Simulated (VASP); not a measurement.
Set up this calculation in VASP 6.6.1, as the native input.

```yaml
Task: single point
Functional: PBE
Potentials_or_basis: VASP PAW PBE potentials, release 64 (Gd, Si)
Cutoff: 520 eV
k_mesh: 8 × 8 × 4
Occupations: gaussian, width 0.05 eV
Spin: collinear spin, antiferromagnetic start
Starting_moments: "[7.0, -7.0, 0.0, 0.0, 0.0, 0.0, 0.0, 0.0] μB"
Hubbard_terms: Gd f U = 6.0 eV
Dipole_correction: no
Further_INCAR_settings: ALGO = Normal; EDIFF = 1e-06; NBANDS = 44
```

The structure of GdSi3 lies in POSCAR:

```
GdSi3
1.0
    4.1647486593      0.0000000000      4.1647486593
    0.0000000000      4.1647486593      4.1647486593
    0.0000000000      0.0000000000      8.3294973186
Gd Si
2 6
Direct
    0.0000000000      0.0000000000      0.0000000000
    0.0000000000      0.0000000000      0.5000000000
    0.0000000000      0.5000000000      0.0000000000
    0.5000000000      0.5000000000      0.5000000000
    0.5000000000      0.0000000000      0.0000000000
    0.0000000000      0.5000000000      0.5000000000
    0.5000000000      0.5000000000      0.0000000000
    0.5000000000      0.0000000000      0.5000000000
```

One way to write it, as run:

INCAR

```
SYSTEM = GdSi3
PREC = Accurate
ENCUT = 520
EDIFF = 1E-6
ISMEAR = 0
SIGMA = 0.05
LREAL = .FALSE.
LASPH = .TRUE.
NELM = 150
ALGO = Normal
ISIF = 2
LWAVE = .FALSE.
LCHARG = .FALSE.
ISPIN = 2
MAGMOM = 7 -7 0 0 0 0 0 0
LORBIT = 11
LMAXMIX = 6
LDAU = .TRUE.
LDAUTYPE = 2
LDAUL = 3 -1
LDAUU = 6 0
LDAUJ = 0 0
LDAUPRINT = 1
GGA = PE
NBANDS = 44
```

KPOINTS

```
Automatic mesh
0
G
  8 8 4
  0 0 0
```

Potentials or basis: VASP PAW PBE potentials, release 64 (Gd, Si).

Run with:

```console
$ cat potpaw_PBE.64/Gd/POTCAR potpaw_PBE.64/Si/POTCAR > POTCAR
$ mpirun -np 1 vasp_std > vasp.out
```

It gave:

| Quantity | Value |
| --- | --- |
| Pressure | 0.1 GPa |
| Band gap on the k mesh | zero (filled and empty bands overlap) |
| Net moment | 0.00 μB per cell |
| Site moments | Gd +6.87, -6.87; Si +0.00 μB |
| Valence electrons inside the program's atomic spheres | Gd 15.31; Si 1.57 |

Caveat: spin-orbit coupling is left out, which moves the levels of the heavy elements.

It took 7.1 min on 1 thread of AMD EPYC 9R45 96-Core Processor (Zen 5), on a shared host, peak memory 0.54 GiB.
